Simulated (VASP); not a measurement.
# ZnO (P6_3mc) in VASP: notebook, part 2 of 2

VASP 6.6.1. The steps go on from the part before.

## Step 3: Single point, PBE

This run uses another cell than the first one, of 11.54 Å³/atom.

Contents of INCAR:

```
SYSTEM = ZnO
PREC = Accurate
ENCUT = 520
EDIFF = 1E-6
ISMEAR = 0
SIGMA = 0.01
LREAL = .FALSE.
LASPH = .TRUE.
NELM = 80
ALGO = Normal
ISIF = 2
LWAVE = .FALSE.
LCHARG = .FALSE.
GGA = PE
NBANDS = 26
```

Contents of KPOINTS:

```
regular mesh
0
G
  12 12 4
  0 0 0
```

Contents of POSCAR:

```
ZnO
1.0
    3.2164844629      0.0000000000      0.0000000000
   -1.6082422315      2.7855569858      0.0000000000
    0.0000000000      0.0000000000      5.1531224855
Zn O
2 2
Direct
    0.3333333333      0.6666666667      0.5000000000
    0.6666666667      0.3333333333      0.0000000000
    0.6666666667      0.3333333333      0.3790100000
    0.3333333333      0.6666666667      0.8790100000
```

Potentials or basis: VASP PAW PBE potentials, release 64 (Zn, O).

Run with:

```bash
cat potpaw_PBE.64/Zn/POTCAR potpaw_PBE.64/O/POTCAR > POTCAR
mpirun -np 1 vasp_std > vasp.out
```

OUTCAR:

```text
SYSTEM = ZnO
   PREC = Accurate
   ENCUT = 520
   EDIFF = 1E-6
   ISMEAR = 0
   LREAL = .FALSE.
   LASPH = .TRUE.
   NELM = 80
   ISIF = 2
   GGA = PE

 ion  position               nearest neighbor table
   1  0.333  0.667  0.500-   4 1.95   3 1.96   3 1.96   3 1.96
   2  0.667  0.333  0.000-   3 1.95   4 1.96   4 1.96   4 1.96
   3  0.667  0.333  0.379-   2 1.95   1 1.96   1 1.96   1 1.96
   4  0.333  0.667  0.879-   1 1.95   2 1.96   2 1.96   2 1.96

  LATTYP: Found a hexagonal cell.
 ALAT       =     3.2164844629
 C/A-ratio  =     1.6020977390
[... 896 lines left out ...]
  Direction    XX          YY          ZZ          XY          YZ          ZX
  --------------------------------------------------------------------------------------
  -------------------------------------------------------------------------------------
  Total        2.9964173      2.9964167      3.5491392     -0.0000000      0.0000000      0.0000000
  in kB      103.9797817    103.9797615    123.1599905     -0.0000000      0.0000000      0.0000000
  external PRESSURE =     110.3731779 kB  Pullay stress =       0.0000000 kB

 VOLUME and BASIS-vectors are now :
 -----------------------------------------------------------------------------
  energy-cutoff  :      520.00
  volume of cell :       46.17
      direct lattice vectors                 reciprocal lattice vectors
     3.216484463  0.000000000  0.000000000     0.310898439  0.179497315  0.000000000
    -1.608242232  2.785556986  0.000000000     0.000000000  0.358994630  0.000000000
     0.000000000  0.000000000  5.153122485     0.000000000  0.000000000  0.194057099

 POSITION                                       TOTAL-FORCE (eV/Angst)
 -----------------------------------------------------------------------------------
     -0.00000      1.85704      2.57656         0.000000      0.000000     -0.085512
      1.60824      0.92852      0.00000        -0.000000      0.000000     -0.085512
      1.60824      0.92852      1.95308        -0.000000     -0.000000      0.085512
     -0.00000      1.85704      4.52965         0.000000      0.000000      0.085512
 -----------------------------------------------------------------------------------
    total drift:                                0.000001      0.000001      0.000390

  FREE ENERGIE OF THE ION-ELECTRON SYSTEM (eV)
  ---------------------------------------------------
  free  energy   TOTEN  =       -17.7457012059 eV

  energy  without entropy=      -17.7457012059  energy(sigma->0) =      -17.74570121
```

OSZICAR:

```text
N       E                     dE             d eps       ncg     rms          rms(c)
DAV:   1     0.294293924692E+03    0.29429E+03   -0.18133E+04  3044   0.203E+03
DAV:   2     0.111225828863E+02   -0.28317E+03   -0.26600E+03  3040   0.414E+02
DAV:   3    -0.203729776737E+02   -0.31496E+02   -0.31069E+02  3246   0.140E+02
DAV:   4    -0.209904960617E+02   -0.61752E+00   -0.61611E+00  3376   0.198E+01
DAV:   5    -0.209934104821E+02   -0.29144E-02   -0.29142E-02  3196   0.143E+00    0.154E+01
DAV:   6    -0.175651402773E+02    0.34283E+01   -0.64664E+00  4622   0.607E+01    0.954E+00
DAV:   7    -0.177828546762E+02   -0.21771E+00   -0.29721E+00  3024   0.169E+01    0.567E+00
DAV:   8    -0.177944817453E+02   -0.11627E-01   -0.48547E-01  4378   0.772E+00    0.164E+00
DAV:   9    -0.177427778389E+02    0.51704E-01   -0.10613E-01  4404   0.658E+00    0.289E-01
DAV:  10    -0.177456238195E+02   -0.28460E-02   -0.37729E-02  3002   0.133E+00    0.138E-01
DAV:  11    -0.177456582957E+02   -0.34476E-04   -0.51466E-04  3140   0.193E-01    0.351E-02
DAV:  12    -0.177457010144E+02   -0.42719E-04   -0.59121E-05  3496   0.150E-01    0.225E-02
DAV:  13    -0.177457057061E+02   -0.46917E-05   -0.16165E-05  3296   0.665E-02    0.172E-02
DAV:  14    -0.177457013668E+02    0.43392E-05   -0.83380E-06  3904   0.365E-02    0.251E-03
DAV:  15    -0.177457012059E+02    0.16090E-06   -0.23811E-06  2302   0.127E-02
   1 F= -.17745701E+02 E0= -.17745701E+02  d E =-.116887E-15
```

Run time: 92 s. Hardware: 1 thread of AMD EPYC 7R13, shared host; peak memory 0.16 GiB.

What came out:

- Free energy: -17.7457 eV
- Pressure: 11.0 GPa
- Largest force: 0.086 eV/Å
- Band gap on the k mesh: 0.83 eV

Forces in eV/Å, atoms in the order of the input:
```
Zn   0.000  0.000 -0.086
Zn   0.000  0.000 -0.086
O    0.000  0.000  0.086
O    0.000  0.000  0.086
```

Stress tensor (GPa, compression positive):
```
10.40  0.00  0.00
 0.00 10.40  0.00
 0.00  0.00 12.32
```

Caveat: the cell stands under pressure. As with any semilocal functional, this PBE gap is likely too small.

## Step 4: Single point, PBE

This run uses another cell than the first one, of 11.90 Å³/atom.

Contents of INCAR:

```
PREC = Accurate
ENCUT = 520
EDIFF = 1E-6
ISMEAR = 0
SIGMA = 0.01
LREAL = False
LASPH = True
NELM = 100
ALGO = Normal
ISIF = 2
LWAVE = False
LCHARG = True
GGA = PE
LELF = True
LVHAR = True
NBANDS = 26
```

Contents of KPOINTS:

```
regular mesh
0
Gamma
  12 12 4
```

Contents of POSCAR:

```
ZnO
1.0
    3.2493080000      0.0000000000      0.0000000000
   -1.6246540000      2.8139830000      0.0000000000
    0.0000000000      0.0000000000      5.2057090000
Zn O
2 2
Direct
    0.3333333333      0.6666666667      0.5000000000
    0.6666666667      0.3333333333      0.0000000000
    0.6666666667      0.3333333333      0.3790100000
    0.3333333333      0.6666666667      0.8790100000
```

Run with:

```bash
cat potpaw_PBE.64/Zn/POTCAR potpaw_PBE.64/O/POTCAR > POTCAR
mpirun -np 1 vasp_std > vasp.out
```

It took 83 s on 1 thread of AMD EPYC 7R13, shared host; peak memory 0.17 GiB.

Results (log left out):

| Property | Result |
| --- | --- |
| Free energy | -17.8222 eV |
| Pressure | 6.0 GPa |
| Largest force | 0.074 eV/Å |
| Band gap on the k mesh | 0.79 eV |

Forces in eV/Å, atoms in the order of the input:
```
Zn   0.000  0.000 -0.074
Zn   0.000  0.000 -0.074
O    0.000  0.000  0.074
O    0.000  0.000  0.074
```

Stress tensor (GPa, compression positive):
```
5.43 0.00 0.00
0.00 5.43 0.00
0.00 0.00 7.19
```

Levels at points of the mesh, in eV from the valence-band top:
| k point | band 14 | band 15 | band 16 | band 17 | band 18 | band 19 | band 20 | band 21 | band 22 | band 23 |
| --- | --- | --- | --- | --- | --- | --- | --- | --- | --- | --- |
| (0.00, 0.00, 0.00) | -0.81 | -0.81 | -0.07 | 0.00 | 0.00 | 0.79 | 5.21 | 8.26 | 12.85 | 12.85 |
| (0.50, 0.00, 0.00) | -3.53 | -2.82 | -2.28 | -1.28 | -0.83 | 5.77 | 6.86 | 7.62 | 8.48 | 10.65 |
| (0.00, 0.00, 0.50) | -2.22 | -0.40 | -0.40 | -0.40 | -0.40 | 3.46 | 3.46 | 10.12 | 10.12 | 13.14 |
| (0.50, 0.00, 0.50) | -3.74 | -1.51 | -1.51 | -1.35 | -1.35 | 5.72 | 5.72 | 8.42 | 8.42 | 11.32 |

Caveat: the cell stands under pressure.

## Step 5: Single point, PBE

This run uses another cell than the first one, of 12.26 Å³/atom.

Contents of INCAR:

```
PREC = Accurate
ENCUT = 520
EDIFF = 1E-7
ISMEAR = 0
SIGMA = 0.01
LREAL = F
LASPH = T
NELM = 100
ALGO = Normal
ISIF = 2
LWAVE = F
LCHARG = F
GGA = PE
NBANDS = 26
```

Contents of KPOINTS:

```
Automatic mesh
0
Gamma
  12 12 4
```

Contents of POSCAR:

```
ZnO
1.0
    3.2814814587      0.0000000000      0.0000000000
   -1.6407407294      2.8418460299      0.0000000000
    0.0000000000      0.0000000000      5.2572540255
Zn O
2 2
Direct
    0.3333333333      0.6666666667      0.5000000000
    0.6666666667      0.3333333333      0.0000000000
    0.6666666667      0.3333333333      0.3790100000
    0.3333333333      0.6666666667      0.8790100000
```

Run with:

```bash
cat potpaw_PBE.64/Zn/POTCAR potpaw_PBE.64/O/POTCAR > POTCAR
mpirun -np 1 vasp_std > vasp.out
```

It took 92 s on 1 thread of AMD EPYC 7R13, shared host; peak memory 0.17 GiB.

It converged, with:

```yaml
Free_energy: -17.8570 eV
Pressure: 1.6 GPa
Largest_force: 0.064 eV/Å
Band_gap_on_the_k_mesh: 0.75 eV
```

Forces on the atoms (eV/Å):
```
Zn   0.000  0.000 -0.064
Zn   0.000  0.000 -0.064
O    0.000  0.000  0.064
O    0.000  0.000  0.064
```

Stress tensor (GPa, compression positive):
```
1.09 0.00 0.00
0.00 1.09 0.00
0.00 0.00 2.72
```

Levels at points of the mesh, in eV from the valence-band top:
```
           k point  band 16  band 17  band 18  band 19  band 20  band 21
(0.00, 0.00, 0.00)    -0.06     0.00     0.00     0.75     5.10     8.16
(0.50, 0.00, 0.00)    -2.18    -1.23    -0.79     5.64     6.82     7.59
(0.00, 0.00, 0.50)    -0.38    -0.38    -0.38     3.39     3.39    10.00
(0.50, 0.00, 0.50)    -1.44    -1.30    -1.30     5.67     5.67     8.25
```

As with any semilocal functional, this PBE gap is likely too small.

## Step 6: Single point, PBE

This run uses another cell than the first one, of 12.61 Å³/atom.

Contents of INCAR:

```
PREC = Accurate
ENCUT = 520
EDIFF = 1E-7
ISMEAR = 0
SIGMA = 0.01
LREAL = False
LASPH = True
NELM = 100
ALGO = Normal
ISIF = 2
LWAVE = False
LCHARG = True
GGA = PE
LELF = True
LVHAR = True
NBANDS = 26
```

Contents of KPOINTS:

```
regular mesh
0
Gamma
  12 12 4
```

Contents of POSCAR:

```
ZnO
1.0
    3.3130361008      0.0000000000      0.0000000000
   -1.6565180504      2.8691731489      0.0000000000
    0.0000000000      0.0000000000      5.3078076462
Zn O
2 2
Direct
    0.3333333333      0.6666666667      0.5000000000
    0.6666666667      0.3333333333      0.0000000000
    0.6666666667      0.3333333333      0.3790100000
    0.3333333333      0.6666666667      0.8790100000
```

Potentials or basis: VASP PAW PBE potentials, release 64 (Zn, O).

Run with:

```bash
cat potpaw_PBE.64/Zn/POTCAR potpaw_PBE.64/O/POTCAR > POTCAR
mpirun -np 1 vasp_std > vasp.out
```

It took 2.5 min on 1 thread of AMD EPYC 7R13, shared host; peak memory 0.18 GiB.

The run converged. Its results:

- Free energy: -17.8563 eV
- Pressure: -2.0 GPa
- Largest force: 0.054 eV/Å
- Band gap on the k mesh: 0.70 eV

Forces on the atoms (eV/Å):
```
Zn   0.000  0.000 -0.054
Zn   0.000  0.000 -0.054
O    0.000  0.000  0.054
O    0.000  0.000  0.054
```

Stress tensor (GPa, compression positive):
```
-2.50  0.00  0.00
 0.00 -2.50  0.00
 0.00  0.00 -1.02
```

Levels at points of the mesh, in eV from the valence-band top:
```csv
k point,band 14,band 15,band 16,band 17,band 18,band 19,band 20,band 21,band 22,band 23
"(0.00, 0.00, 0.00)",-0.75,-0.75,-0.05,0.00,0.00,0.70,4.99,8.07,12.55,12.55
"(0.50, 0.00, 0.00)",-3.34,-2.65,-2.09,-1.19,-0.75,5.52,6.79,7.55,8.08,10.35
"(0.00, 0.00, 0.50)",-2.19,-0.37,-0.37,-0.37,-0.37,3.32,3.32,9.88,9.88,12.83
"(0.50, 0.00, 0.50)",-3.63,-1.38,-1.38,-1.25,-1.25,5.61,5.61,8.09,8.09,11.08
```

As with any semilocal functional, this PBE gap is likely too small.

## Step 7: The runs side by side

| cell | gap on the mesh (eV) | pressure (GPa) | largest force (eV/Å) |
| --- | --- | --- | --- |
| a = 3.183, b = 3.183, c = 5.099 Å, angles 90.0, 90.0, 120.0°, 4 atoms | 0.88 | 17.0 | 0.10 |
| a = 3.216, b = 3.216, c = 5.153 Å, angles 90.0, 90.0, 120.0°, 4 atoms | 0.83 | 11.0 | 0.09 |
| a = 3.249, b = 3.249, c = 5.206 Å, angles 90.0, 90.0, 120.0°, 4 atoms | 0.79 | 6.0 | 0.07 |
| a = 3.281, b = 3.281, c = 5.257 Å, angles 90.0, 90.0, 120.0°, 4 atoms | 0.75 | 1.6 | 0.06 |
| a = 3.313, b = 3.313, c = 5.308 Å, angles 90.0, 90.0, 120.0°, 4 atoms | 0.70 | -2.0 | 0.05 |

Alike in all rows: task single point; level PBE; potentials or basis VASP PAW PBE potentials, release 64 (Zn, O); no spin polarisation; k mesh 12 × 12 × 4; cutoff (eV) 520; smearing gaussian 0.01 eV.

Caveats: the cell stands under pressure (at least some runs).

Total energies depend on the potentials used, so only differences within one code and one set of settings carry meaning.
